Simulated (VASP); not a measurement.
Runs of VASP 6.6.1 on V. The structure is that of space group P6/mmm (No. 191), or close to it. The cells are those of the table. This isn't the form of V at room conditions, which is bcc.

| cell | k mesh | gap on the mesh (eV) | pressure (GPa) |
| --- | --- | --- | --- |
| a = 4.485, b = 4.485, c = 2.414 Å, angles 90.0, 90.0, 120.0°, 3 atoms | 11 × 11 × 17 | none | 0.2 |
| a = 4.362, b = 4.362, c = 2.348 Å, angles 90.0, 90.0, 120.0°, 3 atoms | 9 × 9 × 15 | none | (b) |
| a = 4.298, b = 4.298, c = 2.313 Å, angles 90.0, 90.0, 120.0°, 3 atoms | 9 × 9 × 15 | none | 27.2 |
| a = 4.602, b = 4.602, c = 2.477 Å, angles 90.0, 90.0, 120.0°, 3 atoms | 9 × 9 × 15 | none | (a) |
| a = 4.485, b = 4.485, c = 2.414 Å, angles 90.0, 90.0, 120.0°, 3 atoms | 9 × 9 × 15 | none | 0.2 |
| a = 4.544, b = 4.544, c = 2.446 Å, angles 90.0, 90.0, 120.0°, 3 atoms | 9 × 9 × 15 | none | -5.8 |
| a = 4.658, b = 4.658, c = 2.507 Å, angles 90.0, 90.0, 120.0°, 3 atoms | 9 × 9 × 15 | none | -14.8 |
| a = 4.425, b = 4.425, c = 2.381 Å, angles 90.0, 90.0, 120.0°, 3 atoms | 9 × 9 × 15 | none | 7.5 |

Alike in all rows: task single point; level RPBE; potentials or basis VASP PAW PBE potentials, release 64 (V_sv); no spin polarisation; cutoff (eV) 520; smearing fermi-dirac 0.1 eV.

**Question.** Fill in the values left out.

**Answer.** (a) -10.7; (b) 16.4.

Caveats: the PAW data sets were made with another functional, which shifts forces and pressure a little; the cell stands under pressure (at least some runs); the cell stands under tension (at least some runs).

A gap of «none» marks levels without a gap at the run's occupations.
